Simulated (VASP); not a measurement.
# HfB4 (P6_3/mmc) in VASP: notebook

The runs below take HfB4 through single point, relaxation of cell and atoms, with PBE+D3(BJ).

Everything below comes from runs of VASP 6.6.1. Logs are shortened: lines on timing, memory, paths and dates and some standing lists are left out, and cuts for length are marked.

**1. The cell of the first run**

The structure is hexagonal, space group P6_3/mmc (No. 194). Conventional cell: a = 3.118 Å, b = 3.118 Å, c = 10.738 Å, α = 90.00°, β = 90.00°, γ = 120.00°. Within 3.1 Å of Hf (site symmetry -6m2) lie 12 B at 2.37 to 2.52 Å. B (site symmetry 3m) has 3 B at 1.82 Å and 3 Hf at 2.37 Å within 2.4 Å. Within 2.4 Å of B (site symmetry 3m) lie 4 B at 1.82 to 1.83 Å.

**2. Single point, PBE+D3(BJ)**

The input, INCAR:

```
PREC = Accurate ; ENCUT = 520
EDIFF = 1E-7 ; ISMEAR = 0
SIGMA = 0.1 ; LREAL = False
LASPH = True ; NELM = 100
ALGO = Normal ; ISIF = 2
LWAVE = False ; LCHARG = False
GGA = PE ; IVDW = 12
NBANDS = 33
```

The input, KPOINTS:

```
Automatic mesh
0
Gamma
  6 6 2
```

The input, POSCAR:

```
HfB4
1.0
    3.1184870985      0.0000000029      0.0000000000
   -1.5592435517      2.7006890472      0.0000000000
    0.0000000000      0.0000000000     10.7380895012
Hf B
2 8
Direct
    0.3333333333      0.6666666667      0.7500000000
    0.6666666667      0.3333333333      0.2500000000
    0.6666666667      0.3333333333      0.6067261810
    0.0000000000      0.0000000000      0.5853720717
    0.6666666667      0.3333333333      0.8932738190
    0.0000000000      0.0000000000      0.9146279283
    0.3333333333      0.6666666667      0.1067261810
    0.0000000000      0.0000000000      0.0853720717
    0.3333333333      0.6666666667      0.3932738190
    0.0000000000      0.0000000000      0.4146279283
```

Potentials or basis: VASP PAW PBE potentials, release 64 (Hf_pv, B).

Command:

```console
cat potpaw_PBE.64/Hf_pv/POTCAR potpaw_PBE.64/B/POTCAR > POTCAR
mpirun -np 1 vasp_std > vasp.out
```

OUTCAR:

```text
PREC = Accurate
   ENCUT = 520
   EDIFF = 1E-7
   ISMEAR = 0
   LREAL = False
   LASPH = True
   NELM = 100
   ISIF = 2
   GGA = PE
   IVDW = 12
 IVDW          = 12

 ion  position               nearest neighbor table
   1  0.333  0.667  0.750-   3 2.37   5 2.37   3 2.37   5 2.37   3 2.37   5 2.37   4 2.52   6 2.52
                             4 2.52   6 2.52   4 2.52   6 2.52
   2  0.667  0.333  0.250-   7 2.37   9 2.37   7 2.37   9 2.37   7 2.37   9 2.37   8 2.52  10 2.52
                             8 2.52  10 2.52   8 2.52  10 2.52
   3  0.667  0.333  0.607-   4 1.82   4 1.82   4 1.82   1 2.37   1 2.37   1 2.37
   4  0.000  0.000  0.585-   3 1.82   3 1.82   3 1.82  10 1.83   1 2.52   1 2.52   1 2.52
   5  0.667  0.333  0.893-   6 1.82   6 1.82   6 1.82   1 2.37   1 2.37   1 2.37
   6  0.000  0.000  0.915-   5 1.82   5 1.82   5 1.82   8 1.83   1 2.52   1 2.52   1 2.52
   7  0.333  0.667  0.107-   8 1.82   8 1.82   8 1.82   2 2.37   2 2.37   2 2.37
   8  0.000  0.000  0.085-   7 1.82   7 1.82   7 1.82   6 1.83   2 2.52   2 2.52   2 2.52
   9  0.333  0.667  0.393-  10 1.82  10 1.82  10 1.82   2 2.37   2 2.37   2 2.37
  10  0.000  0.000  0.415-   9 1.82   9 1.82   9 1.82   4 1.83   2 2.52   2 2.52   2 2.52

  LATTYP: Found a hexagonal cell.
 ALAT       =     3.1184870985
 C/A-ratio  =     3.4433650556

  Lattice vectors:

 A1 = (   3.1184870985,   0.0000000029,   0.0000000000)
 A2 = (  -1.5592435517,   2.7006890472,   0.0000000000)
 A3 = (   0.0000000000,   0.0000000000,  10.7380895012)

Analysis of symmetry for initial positions (statically):
=====================================================================
 Subroutine PRICEL returns:
 Original cell was already a primitive cell.

 Routine SETGRP: Setting up the symmetry group for a
 hexagonal supercell.

 Subroutine GETGRP returns: Found 24 space group operations
 (whereof 12 operations were pure point group operations)
 out of a pool of 24 trial point group operations.

The static configuration has the point symmetry D_3d.
 The point group associated with its full space group is D_6h.

Analysis of symmetry for dynamics (positions and initial velocities):
=====================================================================
 Subroutine PRICEL returns:
 Original cell was already a primitive cell.

 Routine SETGRP: Setting up the symmetry group for a
 hexagonal supercell.

 Subroutine GETGRP returns: Found 24 space group operations
 (whereof 12 operations were pure point group operations)
 out of a pool of 24 trial point group operations.

The dynamic configuration has the point symmetry D_3d.
 The point group associated with its full space group is D_6h.
[... 115 lines left out ...]
   NELECT =      44.0000    total number of electrons
   NUPDOWN=      -1.0000    fix difference up-down
   EMIN   =  10.00;   EMAX   =-10.00  energy-range for DOS
   EFERMI =   0.00;   METHOD = LEGACY
   ISMEAR =     0;   SIGMA  =   0.10  broadening in eV -4-tet -1-fermi 0-gaus
   EFERMI_NEDOS =   21; number of points for ismear=-14 and -15
   IALGO  =     38    algorithm
   IMIX   =      4    mixing-type and parameters
     AMIX     =   0.40;   BMIX     =  1.00
     AMIX_MAG =   1.60;   BMIX_MAG =  1.00
  volume/ion in A,a.u.               =       9.04        61.03
  Fermi-wavevector in a.u.,A,eV,Ry     =   1.287589  2.433190 22.556895  1.657885
  Thomas-Fermi vector in A             =   2.419594
   LORBIT       =      0    0 simple, 1 ext, 2 COOP (PROOUT), +10 PAW based schemes
   GGA     = PE    functional components
   LHFCALC =     F    Hartree Fock is set to
   AEXX    =    0.0000 exact exchange contribution
   IVDW    =    12    specifies the selected vdW correction
   LEPSILON=     F    determine dielectric tensor
   LRPA    =     F    only Hartree local field effects (RPA)
 non-spin polarized calculation
 Gauss-broadening in eV      SIGMA  =   0.10
  energy-cutoff  :      520.00
  volume of cell :       90.44
 maximum number of plane-waves:      2448
 NGX is ok and might be reduce to    24
   NGX = 11   NGY = 11   NGZ = 39

 number of electron      44.0000000 magnetization

 Free energy of the ion-electron system (eV)
  ---------------------------------------------------
  ext. energy  EPLUGINS =         0.00000000
  ---------------------------------------------------
  free energy    TOTEN  =       -75.73026125 eV

  energy without entropy =      -75.72685795  energy(sigma->0) =      -75.72855960

 E-fermi :   6.5993     XC(G=0): -12.1954

 val. band max:        6.5275609096   @ k =   0.5000   0.0000   0.0000
 cond. band min:       6.6796172425   @ k =   0.3333   0.3333   0.5000
 fundamental gap:      0.1520563330
 Fermi energy:         6.5992888722

 k-point     1 :       0.0000    0.0000    0.0000
  band No.  band energies     occupation
      1     -23.7051      2.00000
      2     -23.7019      2.00000
      3     -23.1137      2.00000
      4     -23.1137      2.00000
      5     -23.1137      2.00000
      6     -23.1137      2.00000
[... 493 lines left out ...]
     32      13.9673      0.00000
     33      15.2993      0.00000

------------------------ aborting loop because EDIFF is reached ----------------------------------------

 Edisp (eV)   -2.96168

 E8    (eV) :    -1.2345

  FORCE on cell =-STRESS in cart. coord.  units (eV):
  Direction    XX          YY          ZZ          XY          YZ          ZX
  --------------------------------------------------------------------------------------
  -------------------------------------------------------------------------------------
  Total      -0.07644    -0.07644    -0.20051    -0.00000     0.00000     0.00000
  in kB      -1.35417    -1.35417    -3.55218    -0.00000     0.00000     0.00000
  external pressure =       -2.09 kB  Pullay stress =        0.00 kB

 VOLUME and BASIS-vectors are now :
 -----------------------------------------------------------------------------
  energy-cutoff  :      520.00
  volume of cell :       90.44
      direct lattice vectors                 reciprocal lattice vectors
     3.118487099  0.000000003  0.000000000     0.320668314  0.185137938  0.000000000
    -1.559243552  2.700689047  0.000000000    -0.000000000  0.370275875  0.000000000
     0.000000000  0.000000000 10.738089501     0.000000000  0.000000000  0.093126436

 POSITION                                       TOTAL-FORCE (eV/Angst)
 -----------------------------------------------------------------------------------
     -0.00000      1.80046      8.05357        -0.000000      0.000000      0.000000
      1.55924      0.90023      2.68452         0.000000     -0.000000      0.000000
      1.55924      0.90023      6.51508         0.000000     -0.000000     -0.024393
      0.00000      0.00000      6.28578        -0.000000     -0.000000      0.027100
      1.55924      0.90023      9.59205         0.000000     -0.000000      0.024393
      0.00000      0.00000      9.82136        -0.000000     -0.000000     -0.027100
     -0.00000      1.80046      1.14604        -0.000000      0.000000     -0.024393
      0.00000      0.00000      0.91673         0.000000     -0.000000      0.027100
     -0.00000      1.80046      4.22301         0.000000      0.000000      0.024393
      0.00000      0.00000      4.45231         0.000000     -0.000000     -0.027100
 -----------------------------------------------------------------------------------
    total drift:                               -0.000000      0.000000     -0.000000

  FREE ENERGIE OF THE ION-ELECTRON SYSTEM (eV)
  ---------------------------------------------------
  free  energy   TOTEN  =       -78.6919438835 eV

  energy  without entropy=      -78.6885405884  energy(sigma->0) =      -78.69024224
```

stdout:

```text
POSCAR found type information on POSCAR HfB
 POSCAR found :  2 types and      10 ions
 scaLAPACK will be used
 LDA part: xc-table for (Slater+PW92), standard interpolation
 POSCAR, INCAR and KPOINTS ok, starting setup
 FFT: planning ... GRIDC
 FFT: planning ... GRID_SOFT
 FFT: planning ... GRID
 WAVECAR not read
 entering main loop
```

It took 30 s on 1 thread of AMD EPYC 9R45 (Zen 5), shared host; peak memory 0.19 GiB.

What came out:

```yaml
Free_energy: -78.6919 eV
Pressure: -0.2 GPa
Largest_force: 0.027 eV/Å
Band_gap_on_the_k_mesh: zero (band 22 reaches 6.80 eV, above the bottom of band 23 at 6.53 eV)
Dispersion_energy_per_atom: -0.296 eV
```

Forces in eV/Å, atoms in the order of the input:
```
Hf   0.000  0.000  0.000
Hf   0.000  0.000  0.000
B    0.000  0.000 -0.024
B    0.000  0.000  0.027
B    0.000  0.000  0.024
B    0.000  0.000 -0.027
B    0.000  0.000 -0.024
B    0.000  0.000  0.027
B    0.000  0.000  0.024
B    0.000  0.000 -0.027
```

Levels at points of the mesh, in eV from the Fermi level:
```
           k point  band 18  band 19  band 20  band 21  band 22  band 23  band 24  band 25  band 26  band 27
(0.00, 0.00, 0.00)    -0.69    -0.69     0.20     0.20     0.20     1.84     1.84     2.12     2.12     2.85
(0.50, 0.00, 0.00)    -3.18    -2.94    -2.87    -1.93    -1.37    -0.07     1.08     2.02     2.92     4.58
(0.00, 0.00, 0.50)    -1.30    -0.18    -0.18    -0.18    -0.18     1.82     1.82     1.82     1.82     3.77
(0.50, 0.00, 0.50)    -3.77    -2.35    -2.35    -1.97    -1.97     0.56     0.56     2.44     2.44     4.89
```

Caveat: the k points lie up to 0.39 Å⁻¹ apart; spin-orbit coupling is left out, which moves the levels of the heavy elements; pairwise dispersion overbinds metals, which lowers pressure and volume.

**3. Single point, PBE+D3(BJ)**

This run uses another cell than the first one, of 10.74 Å³/atom, 1.188 times its volume.

The input, INCAR:

```
SYSTEM = HfB4
ALGO = Normal
EDIFF = 1E-6
ENCUT = 520
GGA = PE
ISIF = 2
ISMEAR = 0
IVDW = 12
LASPH = .True.
LCHARG = .False.
LREAL = .False.
LWAVE = .False.
NBANDS = 33
NELM = 80
PREC = Accurate
SIGMA = 0.1
```

The input, KPOINTS:

```
k-points
0
Gamma
  6 6 2
  0 0 0
```

The input, POSCAR:

```
HfB4
1.0
    3.1381147500      0.0000000000      0.0000000000
   -1.5690573800      2.7176871000      0.0000000000
    0.0000000000      0.0000000000     12.5986885200
Hf B
2 8
Direct
    0.3333333300      0.6666666700      0.7500000000
    0.6666666700      0.3333333300      0.2500000000
    0.6666666700      0.3333333300      0.6214412100
    0.0000000000      0.0000000000      0.6214412100
    0.6666666700      0.3333333300      0.8785587900
    0.0000000000      0.0000000000      0.8785587900
    0.3333333300      0.6666666700      0.1214412100
    0.0000000000      0.0000000000      0.1214412100
    0.3333333300      0.6666666700      0.3785587900
    0.0000000000      0.0000000000      0.3785587900
```

Potentials or basis: VASP PAW PBE potentials, release 64 (Hf_pv, B).

Command:

```console
cat potpaw_PBE.64/Hf_pv/POTCAR potpaw_PBE.64/B/POTCAR > POTCAR
mpirun -np 1 vasp_std > vasp.out
```

Wall time 38 s (1 thread of AMD EPYC 9R45 (Zen 5), shared host); peak memory 0.21 GiB.

The run converged. Its results:

- Free energy: -76.1546 eV
- Pressure: -4.3 GPa
- Largest force: 1.013 eV/Å
- Band gap on the k mesh: zero (band 22 reaches 4.70 eV, above the bottom of band 23 at 4.26 eV)
- Dispersion energy per atom: -0.244 eV

Forces on the atoms (eV/Å):
```
Hf   0.000  0.000  0.000
Hf   0.000  0.000  0.000
B    0.000  0.000  0.013
B    0.000  0.000 -1.013
B    0.000  0.000 -0.013
B    0.000  0.000  1.013
B    0.000  0.000  0.013
B    0.000  0.000 -1.013
B    0.000  0.000 -0.013
B    0.000  0.000  1.013
```

Stress tensor (GPa, compression positive):
```
-4.52  0.00  0.00
 0.00 -4.52  0.00
 0.00  0.00 -4.01
```

Levels at points of the mesh, in eV from the Fermi level:
```
           k point  band 19  band 20  band 21  band 22  band 23  band 24  band 25  band 26
(0.00, 0.00, 0.00)     0.34     0.34     0.43     0.43     1.06     2.14     2.14     2.16
(0.50, 0.00, 0.00)    -1.86    -1.65    -1.04    -0.72    -0.02     0.14     3.44     3.73
(0.00, 0.00, 0.50)     0.39     0.39     0.39     0.39     2.15     2.15     2.15     2.15
(0.50, 0.00, 0.50)    -1.75    -1.75    -0.87    -0.87     0.07     0.07     3.57     3.57
```

Caveat: the k points lie up to 0.39 Å⁻¹ apart; spin-orbit coupling is left out, which moves the levels of the heavy elements; forces of over 1 eV/Å act on the atoms, so gaps and moduli don't describe the material at rest.

**4. Single point, PBE+D3(BJ)**

The input, INCAR:

```
SYSTEM = HfB4
PREC = Accurate
ENCUT = 520
EDIFF = 1E-6
ISMEAR = 0
SIGMA = 0.1
LREAL = .FALSE.
LASPH = .TRUE.
NELM = 60
ALGO = Normal
ISIF = 2
LWAVE = .FALSE.
LCHARG = .TRUE.
GGA = PE
IVDW = 12
LELF = .TRUE.
LVHAR = .TRUE.
NBANDS = 33
```

The input, KPOINTS:

```
Automatic mesh
0
G
  12 12 4
  0 0 0
```

The input, POSCAR:

```
HfB4
1.0
    3.1199212144      0.0000000000      0.0000000000
   -1.5599606072      2.7019310295      0.0000000000
    0.0000000000      0.0000000000     10.7222383444
Hf B
2 8
Direct
    0.3333333333      0.6666666667      0.7500000000
    0.6666666667      0.3333333333      0.2500000000
    0.6666666667      0.3333333333      0.6067844060
    0.0000000000      0.0000000000      0.5856286935
    0.6666666667      0.3333333333      0.8932155940
    0.0000000000      0.0000000000      0.9143713065
    0.3333333333      0.6666666667      0.1067844060
    0.0000000000      0.0000000000      0.0856286935
    0.3333333333      0.6666666667      0.3932155940
    0.0000000000      0.0000000000      0.4143713065
```

Command:

```console
cat potpaw_PBE.64/Hf_pv/POTCAR potpaw_PBE.64/B/POTCAR > POTCAR
mpirun -np 1 vasp_std > vasp.out
```

Run time: 99 s. Hardware: 1 thread of AMD EPYC 9R45 (Zen 5), shared host; peak memory 0.27 GiB.

The run converged. Its results:

| Property | Result |
| --- | --- |
| Free energy | -78.7060 eV |
| Pressure | -0.1 GPa |
| Largest force | 0.017 eV/Å |
| Band gap on the k mesh | zero (band 22 reaches 6.84 eV, above the bottom of band 23 at 6.55 eV) |
| Dispersion energy per atom | -0.296 eV |

Forces on the atoms (eV/Å):
```
Hf   0.000  0.000  0.000
Hf   0.000  0.000  0.000
B    0.000  0.000 -0.010
B    0.000  0.000  0.017
B    0.000  0.000  0.010
B    0.000  0.000 -0.017
B    0.000  0.000 -0.010
B    0.000  0.000  0.017
B    0.000  0.000  0.010
B    0.000  0.000 -0.017
```

Levels at points of the mesh, in eV from the Fermi level:
| k point | band 20 | band 21 | band 22 | band 23 | band 24 | band 25 |
| --- | --- | --- | --- | --- | --- | --- |
| (0.00, 0.00, 0.00) | 0.06 | 0.06 | 0.11 | 1.71 | 1.71 | 1.98 |
| (0.50, 0.00, 0.00) | -2.98 | -2.04 | -1.50 | -0.18 | 0.97 | 1.90 |
| (0.00, 0.00, 0.50) | -0.31 | -0.31 | -0.31 | 1.68 | 1.68 | 1.68 |
| (0.50, 0.00, 0.50) | -2.47 | -2.10 | -2.10 | 0.45 | 0.45 | 2.32 |

Caveat: spin-orbit coupling is left out, which moves the levels of the heavy elements; pairwise dispersion overbinds metals, which lowers pressure and volume.

(Part 1 of 2 ends here.)
